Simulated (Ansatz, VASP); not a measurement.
# One calculation of BiTe3As, two programs

Contents of INCAR:

```
SYSTEM = BiTe3As
PREC = Accurate ; ENCUT = 520
EDIFF = 1E-6 ; ISMEAR = -1
SIGMA = 0.02 ; LREAL = .False.
LASPH = .True. ; NELM = 60
ALGO = Normal ; ISIF = 2
LWAVE = .False. ; LCHARG = .True.
GGA = PE ; LELF = .True.
LVHAR = .True. ; NBANDS = 49
```

Contents of KPOINTS:

```
regular mesh
0
Gamma
  6 6 4
  0 0 0
```

The input POSCAR:

```
BiTe3As
1.0
   10.3907538675     -2.1043110188     -0.0598115907
   10.3907538675      2.1043110188     -0.0598115907
   -0.8893865814      0.0000000000      7.2948805990
Bi Te As
2 6 2
Direct
    0.6640155582      0.6640155582      0.0545015282
    0.3359844418      0.3359844418      0.9454984718
    0.9286157963      0.9286157963      0.1561952491
    0.0713842037      0.0713842037      0.8438047509
    0.7445270216      0.7445270216      0.7269830364
    0.4265731220      0.4265731220      0.6277044786
    0.5734268780      0.5734268780      0.3722955214
    0.2554729784      0.2554729784      0.2730169636
    0.1409117774      0.1409117774      0.5588705262
    0.8590882226      0.8590882226      0.4411294738
```

Input for Ansatz:

```yaml
crystal:
  lattice:
    - [10.3907538675, -2.1043110188, -0.0598115907]
    - [10.3907538675, 2.1043110188, -0.0598115907]
    - [-0.8893865814, 0.0, 7.294880599]
  atoms:
    - { symbol: Bi, position: [0.6640155582, 0.6640155582, 0.0545015282] }
    - { symbol: Bi, position: [0.3359844418, 0.3359844418, 0.9454984718] }
    - { symbol: Te, position: [0.9286157963, 0.9286157963, 0.1561952491] }
    - { symbol: Te, position: [0.0713842037, 0.0713842037, 0.8438047509] }
    - { symbol: Te, position: [0.7445270216, 0.7445270216, 0.7269830364] }
    - { symbol: As, position: [0.1409117774, 0.1409117774, 0.5588705262] }
    - { symbol: As, position: [0.8590882226, 0.8590882226, 0.4411294738] }
    - { symbol: Te, position: [0.426573122, 0.426573122, 0.6277044786] }
    - { symbol: Te, position: [0.573426878, 0.573426878, 0.3722955214] }
    - { symbol: Te, position: [0.2554729784, 0.2554729784, 0.2730169636] }
kpoints:
  mp_grid: { grid: [6, 6, 4] }
  band_path:
    path:
      - [[0.0, 0.0, 0.0], [-0.2604203790775, 0.2604203790775, 4.9502042972e-19]]
      - [[-0.7395796209225, -0.2604203790775, -3.916300517129e-17], [-0.5, -0.5, -3.916300517129e-17], [0.0, 0.0, 0.0], [-0.5, -0.5, 0.5], [-0.743314202992, -0.256685797008, 0.5]]
      - [[-0.256685797008, 0.256685797008, 0.5], [1.515532561906e-19, 1.515532561906e-19, 0.5], [0.0, 0.0, 0.0]]
      - [[-0.5, 1.46815139653e-17, 0.5], [0.0, 0.0, 0.0], [-0.5, 1.203290840994e-17, -1.958150258564e-17]]
    npoints: 10
hamiltonian:
  xc: pbe
scf:
  occupations: { method: fermi_dirac, width: 0.02 }
  n_extra_bands: 6
output:
  forces: true
  stress: true
  eigenvalues: true
```

Alike in both runs: task single point; functional PBE; k mesh 6 × 6 × 4; occupations fermi-dirac, width 0.02 eV; no spin polarisation.

```csv
,VASP,Ansatz
version,VASP 6.6.1,Ansatz 0.2.0
potentials or method,"VASP PAW PBE potentials, release 64 (Bi_d, Te, As)","plane waves, PAW"
plane-wave cutoff (eV),520,420
valence electrons in the cell,76,156
```

|  | VASP | Ansatz | Ansatz less VASP |
| --- | --- | --- | --- |
| pressure (GPa) | 1.6 | 1.6 | -0.01 |
| rms of the force components (eV/Å) | 0.099 | 0.090 | -0.0093 |

VASP's potentials hold 76 valence electrons a cell and Ansatz's 156, so a difference there can come from the potentials and not from the codes.

Neither program's run includes spin-orbit coupling.
